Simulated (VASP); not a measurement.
Write the native input for VASP 6.6.1 that does the following.

```
Task                   : single point
Functional             : PBE
Potentials or basis    : VASP PAW PBE potentials, release 64 (Fe_sv)
Cutoff                 : 690 eV
k mesh                 : 12 × 12 × 12
Occupations            : fermi-dirac, width 0.05 eV
Spin                   : collinear spin, ferromagnetic start
Starting moments       : [1.84] μB
Fixed moment           : 1.84 μB
Hubbard terms          : Fe d U = 5.3 eV
Dipole correction      : no
Further INCAR settings : ALGO = Normal; EDIFF = 1e-06; NBANDS = 18
```

The structure of Fe lies in POSCAR:

```
Fe
1.0
   -1.4304000000      1.4304000000      1.4304000000
    1.4304000000     -1.4304000000      1.4304000000
    1.4304000000      1.4304000000     -1.4304000000
Fe
1
Direct
    0.0000000000      0.0000000000      0.0000000000
```

These files were run (other wordings do the same):

INCAR

```
SYSTEM = Fe
PREC = Accurate
ENCUT = 690
EDIFF = 1E-6
ISMEAR = -1
SIGMA = 0.05
LREAL = .False.
LASPH = .True.
NELM = 200
ALGO = Normal
ISIF = 2
LWAVE = .False.
LCHARG = .False.
ISPIN = 2
MAGMOM = 1.84
LORBIT = 11
NUPDOWN = 1.84
LMAXMIX = 4
LDAU = .True.
LDAUTYPE = 2
LDAUL = 2
LDAUU = 5.3
LDAUJ = 0
LDAUPRINT = 1
GGA = PE
NBANDS = 18
GGA_COMPAT = .False.
```

KPOINTS

```
regular mesh
0
Gamma
  12 12 12
  0 0 0
```

Potentials or basis: VASP PAW PBE potentials, release 64 (Fe_sv).

Launch:

```sh
$ cat potpaw_PBE.64/Fe_sv/POTCAR > POTCAR
$ mpirun -np 1 vasp_std > vasp.out
```

It gave:

| Item | Value |
| --- | --- |
| Pressure | -3.5 GPa |
| Net moment | 1.84 μB per cell |
| Site moments | Fe +2.09 μB |
| Valence electrons inside the program's atomic spheres | Fe 13.77 |

Caveat: the cell stands under tension; the total moment is fixed, so each spin has its own Fermi level and the state may be an excited one; the U is typed as a test and isn't derived for this compound.

Run time: 41 s on 1 thread of AMD EPYC 7R13 Processor (Zen 3), on a shared host, peak memory 0.14 GiB.
